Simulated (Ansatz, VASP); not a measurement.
## One calculation of CsPbBr3, two programs

Contents of POSCAR:

```
CsPbBr3
1.0
    5.7646724799      0.0000000000      0.0000000000
    0.0000000000      5.7646724799      0.0000000000
    0.0000000000      0.0000000000      5.7646724799
Cs Pb Br
1 1 3
Direct
    0.0000000000      0.0000000000      0.0000000000
    0.5000000000      0.5000000000      0.5000000000
    0.5000000000      0.5000000000      0.0000000000
    0.5000000000      0.0000000000      0.5000000000
    0.0000000000      0.5000000000      0.5000000000
```

INCAR.step1

```
PREC = Accurate
ENCUT = 520
ISMEAR = 0
SIGMA = 0.01
LREAL = False
LASPH = True
NELM = 100
NBANDS = 30
GGA = PE
ALGO = Normal
EDIFF = 1E-4
LWAVE = True
LCHARG = False
```

Contents of INCAR.step2:

```
PREC = Accurate
ENCUT = 520
EDIFF = 1E-6
ISMEAR = 0
SIGMA = 0.01
LREAL = False
LASPH = True
NELM = 100
ALGO = Normal
ISIF = 2
LWAVE = False
LCHARG = False
METAGGA = R2SCAN
LMIXTAU = True
NBANDS = 30
ISTART = 1
```

File KPOINTS:

```
regular mesh
0
Gamma
  4 4 4
```

Input for Ansatz:

```yaml
crystal:
  lattice:
    - [5.7646724799, 0.0, 0.0]
    - [0.0, 5.7646724799, 0.0]
    - [0.0, 0.0, 5.7646724799]
  atoms:
    - { symbol: Cs, position: [0.0, 0.0, 0.0] }
    - { symbol: Pb, position: [0.5, 0.5, 0.5] }
    - { symbol: Br, position: [0.5, 0.5, 0.0] }
    - { symbol: Br, position: [0.5, 0.0, 0.5] }
    - { symbol: Br, position: [0.0, 0.5, 0.5] }
kpoints:
  mp_grid: { grid: [4, 4, 4] }
  band_path:
    path: [[0.0, 0.0, 0.0], [0.0, 0.5, 0.0], [0.5, 0.5, 0.0], [0.5, 0.5, 0.5]]
    npoints: 1
hamiltonian:
  xc: r2scan
scf:
  occupations: { method: fixed }
  n_extra_bands: 5
output:
  forces: true
  stress: true
  eigenvalues: true
```

Change from the starting cell: hydrostatic strain -3.0%.

Alike in both runs: task single point; functional r2SCAN; k mesh 4 × 4 × 4; no spin polarisation.

```csv
,VASP,Ansatz
version,VASP 6.6.1,Ansatz 0.2.0
potentials or method,"VASP PAW PBE potentials, release 64 (Cs_sv, Pb_d, Br)","plane waves, PAW"
plane-wave cutoff (eV),520,500
occupations,"gaussian, width 0.01 eV",fixed
valence electrons in the cell,44,44
```

```csv
,VASP,Ansatz,Ansatz less VASP
gap on the k mesh at the Fermi level (eV),1.64,1.63,-0.014
pressure (GPa),2.4,2.4,-0.01
```

VASP's potentials were made for PBE, not for r2SCAN.

Neither program's run includes spin-orbit coupling.
